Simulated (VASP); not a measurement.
# W3CS6 in VASP: single point with PBE+D3(BJ)

Aim: the single point of W3CS6 with PBE+D3(BJ).

All numbers are computed with VASP 6.6.1; they aren't measurements. Logs are shortened: lines on timing, memory, paths and dates and some standing lists are left out, and cuts for length are marked.

## Step 1: The cell of the first run

The cell holds a slab with vacuum, 10 atoms: a = 3.154 Å, b = 3.154 Å, c = 34.289 Å, α = 90.00°, β = 90.00°, γ = 120.00°.

## Step 2: Single point, PBE+D3(BJ), collinear spin, ferromagnetic start

INCAR reads:

```
PREC = Accurate
ENCUT = 520
EDIFF = 1E-7
ISMEAR = 0
SIGMA = 0.05
LREAL = False
LASPH = True
NELM = 150
ALGO = Normal
ISIF = 2
LWAVE = False
LCHARG = False
ISPIN = 2
MAGMOM = 0 0 0 0 0 0 0 0 0 2
LORBIT = 11
LMAXMIX = 4
LDIPOL = True
IDIPOL = 3
DIPOL = 0.5 0.5 0.499
GGA = PE
IVDW = 12
NBANDS = 56
```

KPOINTS reads:

```
Automatic mesh
0
Gamma
  9 9 1
```

POSCAR reads:

```
W3CS6
1.0
    3.1542061837      0.0000000000      0.0000000000
   -1.5771030919      2.7316226839      0.0000000000
    0.0000000000      0.0000000000     34.2893069288
S W C
6 3 1
Direct
    0.6666666667      0.3333333333      0.2478906914
    0.6666666667      0.3333333333      0.3397385045
    0.3333333333      0.6666666667      0.4249124827
    0.3333333333      0.6666666667      0.5167925423
    0.6666666667      0.3333333333      0.6027290490
    0.6666666667      0.3333333333      0.6976014692
    0.3333333333      0.6666666667      0.2938145979
    0.6666666667      0.3333333333      0.4708505257
    0.3333333333      0.6666666667      0.6482693541
    0.6666666667      0.3333333333      0.7476140030
```

Potentials or basis: VASP PAW PBE potentials, release 64 (S, W_sv, C).

Started as:

```
> cat potpaw_PBE.64/S/POTCAR potpaw_PBE.64/W_sv/POTCAR potpaw_PBE.64/C/POTCAR > POTCAR
> mpirun -np 1 vasp_std > vasp.out
```

OUTCAR:

```text
PREC = Accurate
   ENCUT = 520
   EDIFF = 1E-7
   ISMEAR = 0
   LREAL = False
   LASPH = True
   NELM = 150
   ISIF = 2
   ISPIN = 2
   LORBIT = 11
   GGA = PE
   IVDW = 12
 IVDW          = 12

 ion  position               nearest neighbor table
   1  0.667  0.333  0.248-   7 2.41   7 2.41   7 2.41
   2  0.667  0.333  0.340-   7 2.41   7 2.41   7 2.41
   3  0.333  0.667  0.425-   8 2.41   8 2.41   8 2.41
   4  0.333  0.667  0.517-   8 2.41   8 2.41   8 2.41
   5  0.667  0.333  0.603-   9 2.40   9 2.40   9 2.40
   6  0.667  0.333  0.698-  10 1.71   9 2.49   9 2.49   9 2.49
   7  0.333  0.667  0.294-   1 2.41   1 2.41   1 2.41   2 2.41   2 2.41   2 2.41
   8  0.667  0.333  0.471-   3 2.41   3 2.41   3 2.41   4 2.41   4 2.41   4 2.41
   9  0.333  0.667  0.648-   5 2.40   5 2.40   5 2.40   6 2.49   6 2.49   6 2.49
  10  0.667  0.333  0.748-   6 1.71

  LATTYP: Found a hexagonal cell.
 ALAT       =     3.1542061837
 C/A-ratio  =    10.8709782848

  Lattice vectors:

 A1 = (   3.1542061837,   0.0000000000,   0.0000000000)
 A2 = (  -1.5771030919,   2.7316226839,   0.0000000000)
 A3 = (   0.0000000000,   0.0000000000,  34.2893069288)

Analysis of symmetry for initial positions (statically):
=====================================================================
 Subroutine PRICEL returns:
 Original cell was already a primitive cell.

 Routine SETGRP: Setting up the symmetry group for a
 hexagonal supercell.

 Subroutine GETGRP returns: Found  6 space group operations
 (whereof  6 operations were pure point group operations)
 out of a pool of 24 trial point group operations.

The static configuration has the point symmetry C_3v.

Analysis of symmetry for dynamics (positions and initial velocities):
=====================================================================
 Subroutine PRICEL returns:
 Original cell was already a primitive cell.

 Routine SETGRP: Setting up the symmetry group for a
 hexagonal supercell.

 Subroutine GETGRP returns: Found  6 space group operations
 (whereof  6 operations were pure point group operations)
 out of a pool of 24 trial point group operations.

The dynamic configuration has the point symmetry C_3v.

Analysis of structural, dynamic, and magnetic symmetry:
=====================================================================
 Subroutine PRICEL returns:
 Original cell was already a primitive cell.

 Routine SETGRP: Setting up the symmetry group for a
 hexagonal supercell.

[... 166 lines left out ...]
 fundamental gap:      0.1432863041
 Fermi energy:         1.8203865415

 spin component 1

 k-point     1 :       0.0000    0.0000    0.0000
  band No.  band energies     occupation
      1     -73.2431      1.00000
      2     -73.2187      1.00000
      3     -73.2116      1.00000
      4     -37.4766      1.00000
      5     -37.4690      1.00000
      6     -37.4580      1.00000
[... 661 lines left out ...]
     52       5.7907      0.00000
     53       6.3058      0.00000
 Fermi energy:         1.8203865415

 spin component 2

 k-point     1 :       0.0000    0.0000    0.0000
  band No.  band energies     occupation
      1     -73.2431      1.00000
      2     -73.2187      1.00000
      3     -73.2116      1.00000
      4     -37.4766      1.00000
      5     -37.4690      1.00000
      6     -37.4580      1.00000
[... 661 lines left out ...]
     52       5.7907      0.00000
     53       6.3058      0.00000
 [bands above 53 left out]

------------------------ aborting loop because EDIFF is reached ----------------------------------------

 vacuum level on the upper side and lower side of the slab       (xc-potential included)         1.177        -1.405

 Edisp (eV)   -3.79315

 E8    (eV) :    -1.6078

  FORCE on cell =-STRESS in cart. coord.  units (eV):
  Direction    XX          YY          ZZ          XY          YZ          ZX
  --------------------------------------------------------------------------------------
  -------------------------------------------------------------------------------------
  Total      -2.06520    -2.06520     0.08280     0.00000     0.00000    -0.00000
  in kB     -11.19959   -11.19959     0.44901     0.00000     0.00000    -0.00000
  external pressure =       -7.32 kB  Pullay stress =        0.00 kB

 VOLUME and BASIS-vectors are now :
 -----------------------------------------------------------------------------
  energy-cutoff  :      520.00
  volume of cell :      295.44
      direct lattice vectors                 reciprocal lattice vectors
     3.154206184  0.000000000  0.000000000     0.317036979  0.183041385  0.000000000
    -1.577103092  2.731622684  0.000000000     0.000000000  0.366082770  0.000000000
     0.000000000  0.000000000 34.289306929     0.000000000  0.000000000  0.029163611

 POSITION                                       TOTAL-FORCE (eV/Angst)
 -----------------------------------------------------------------------------------
      1.57710      0.91054      8.50000        -0.000000      0.000000     -0.054767
      1.57710      0.91054     11.64940         0.000000     -0.000000      0.018535
     -0.00000      1.82108     14.56995        -0.000000      0.000000      0.004522
     -0.00000      1.82108     17.72046         0.000000     -0.000000      0.000843
      1.57710      0.91054     20.66716        -0.000000     -0.000000      0.001638
      1.57710      0.91054     23.92027        -0.000000     -0.000000      0.053297
     -0.00000      1.82108     10.07470         0.000000      0.000000      0.029444
      1.57710      0.91054     16.14514         0.000000     -0.000000     -0.000349
     -0.00000      1.82108     22.22871        -0.000000     -0.000000     -0.035071
      1.57710      0.91054     25.63517         0.000000     -0.000000     -0.018092
 -----------------------------------------------------------------------------------
    total drift:                                0.000000      0.000000     -0.000131

  FREE ENERGIE OF THE ION-ELECTRON SYSTEM (eV)
  ---------------------------------------------------
  free  energy   TOTEN  =       -77.9022983197 eV

  energy  without entropy=      -77.9009595532  energy(sigma->0) =      -77.90162894

 vacuum level on the upper side and lower side of the slab         9.072         6.448

 total charge

# of ion       s       p       d       tot
------------------------------------------
    1        1.359   2.367   0.000   3.726
    2        1.360   2.366   0.000   3.727
    3        1.361   2.366   0.000   3.726
    4        1.361   2.366   0.000   3.727
    5        1.360   2.357   0.000   3.717
    6        1.327   2.385   0.000   3.712
    7        2.321   6.332   3.385  12.038
    8        2.321   6.331   3.386  12.039
    9        2.311   6.297   3.405  12.013
   10        1.049   1.066   0.000   2.115
--------------------------------------------------
tot         16.130  34.234  10.177  60.540

 magnetization (x)

# of ion       s       p       d       tot
------------------------------------------
    1        0.000   0.000   0.000   0.000
    2        0.000   0.000   0.000   0.000
    3        0.000   0.000   0.000   0.000
    4        0.000   0.000   0.000   0.000
    5        0.000   0.000   0.000   0.000
    6       -0.000  -0.000   0.000  -0.000
    7       -0.000  -0.000   0.000  -0.000
    8       -0.000   0.000   0.000   0.000
    9       -0.000  -0.000  -0.000  -0.000
   10       -0.000  -0.000   0.000  -0.000
--------------------------------------------------
tot         -0.000   0.000  -0.000  -0.000
```

OSZICAR:

```text
N       E                     dE             d eps       ncg     rms          rms(c)
DAV:   1     0.786792042154E+03    0.78679E+03   -0.43202E+04  3064   0.133E+03
DAV:   2    -0.200098403902E+02   -0.80680E+03   -0.77860E+03  3256   0.358E+02
DAV:   3    -0.762545314020E+02   -0.56245E+02   -0.54816E+02  3296   0.913E+01
DAV:   4    -0.783222101262E+02   -0.20677E+01   -0.20491E+01  3456   0.180E+01
[... 13 lines left out ...]
DAV:  91    -0.741091509959E+02   -0.21349E-05   -0.19252E-07  2176   0.106E-03    0.324E-03
DAV:  92    -0.741091519744E+02   -0.97844E-06   -0.22469E-08  2040   0.921E-04    0.276E-03
DAV:  93    -0.741091531567E+02   -0.11823E-05   -0.75873E-08  2112   0.121E-03    0.205E-03
DAV:  94    -0.741091531084E+02    0.48263E-07   -0.41448E-08  2064   0.808E-04
   1 F= -.77902298E+02 E0= -.77901629E+02  d E =-.133877E-02  mag=    -0.0001
```

stdout:

```text
POSCAR found type information on POSCAR S W C
 POSCAR found :  3 types and      10 ions
 scaLAPACK will be used
 LDA part: xc-table for (Slater+PW92), standard interpolation
 POSCAR, INCAR and KPOINTS ok, starting setup
 FFT: planning ... GRIDC
 FFT: planning ... GRID_SOFT
 FFT: planning ... GRID
 WAVECAR not read
 entering main loop
```

Wall time 29 min (1 thread of Intel Xeon Platinum 8488C (Sapphire Rapids), shared host); peak memory 0.67 GiB.

What came out:

```yaml
Free_energy: -77.9023 eV
Largest_force: 0.055 eV/Å
Band_gap_on_the_k_mesh: zero (filled and empty bands overlap)
Net_moment: 0.00 μB per cell
Valence_electrons_inside_the_program's_atomic_spheres: S 3.73, 3.72, 3.71; W 12.04, 12.01; C 2.12
Dispersion_energy_per_atom: -0.379 eV
```

Forces in eV/Å, atoms in the order of the input:
```
S    0.000  0.000 -0.055
S    0.000  0.000  0.019
S    0.000  0.000  0.005
S    0.000  0.000  0.001
S    0.000  0.000  0.002
S    0.000  0.000  0.053
W    0.000  0.000  0.029
W    0.000  0.000  0.000
W    0.000  0.000 -0.035
C    0.000  0.000 -0.018
```

Caveat: spin-orbit coupling is left out, which moves the levels of the heavy elements.
